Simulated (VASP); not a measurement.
Write the native input for VASP 6.6.1 that does the following.

```
Task                   : electric field gradients
Functional             : LDA
Potentials or basis    : VASP PAW LDA potentials, release 64 (Pb_d)
Cutoff                 : 520 eV
k mesh                 : 8 × 8 × 8
Occupations            : fermi-dirac, width 0.05 eV
Spin                   : no spin polarisation
Dipole correction      : no
Further INCAR settings : ALGO = Normal; EDIFF = 1e-08; NBANDS = 21
```

The structure of Pb lies in POSCAR:

```
Pb
1.0
   -0.1031700017      3.3874150547      3.3874150547
    3.3874150547     -0.1031700017      3.3874150547
    3.3874150547      3.3874150547     -0.1031700017
Pb
2
Direct
    0.0000000000      0.0000000000      0.0000000000
    0.2500000000      0.2500000000      0.2500000000
```

This cell differs from its parent crystal: equal xy, yz and zx shear strains of -3 %.

The input as run:

INCAR

```
SYSTEM = Pb
  ALGO = Normal
  EDIFF = 1E-8
  ENCUT = 520
  ISIF = 2
  ISMEAR = -1
  LASPH = .TRUE.
  LCHARG = .FALSE.
  LEFG = .TRUE.
  LREAL = .FALSE.
  LWAVE = .FALSE.
  NBANDS = 21
  NELM = 100
  PREC = Accurate
  SIGMA = 0.05
```

KPOINTS

```
k-points
0
G
  8 8 8
  0 0 0
```

Potentials or basis: VASP PAW LDA potentials, release 64 (Pb_d).

Launch:

```sh
$ cat potpaw_LDA.64/Pb_d/POTCAR > POTCAR
$ mpirun -np 1 vasp_std > vasp.out
```

It gave:

```
Pressure                                : -0.6 GPa
Largest force                           : 0.386 eV/Å
Band gap on the k mesh                  : zero (bands 14 and 15 overlap by 1.31 eV)
Largest electric field gradient by atom : Pb -84.2 V/Å²
```

Caveat: the cell differs from its parent crystal (equal xy, yz and zx shear strains of -3 %); without QUAD_EFG the Cq values of the log hold for a quadrupole moment of 1 mb, not for the nuclei; spin-orbit coupling is left out, which moves the levels of the heavy elements.

It took 66 s on 1 thread of Intel(R) Xeon(R) Platinum 8488C (Sapphire Rapids) (shared host), peak memory 0.22 GiB.
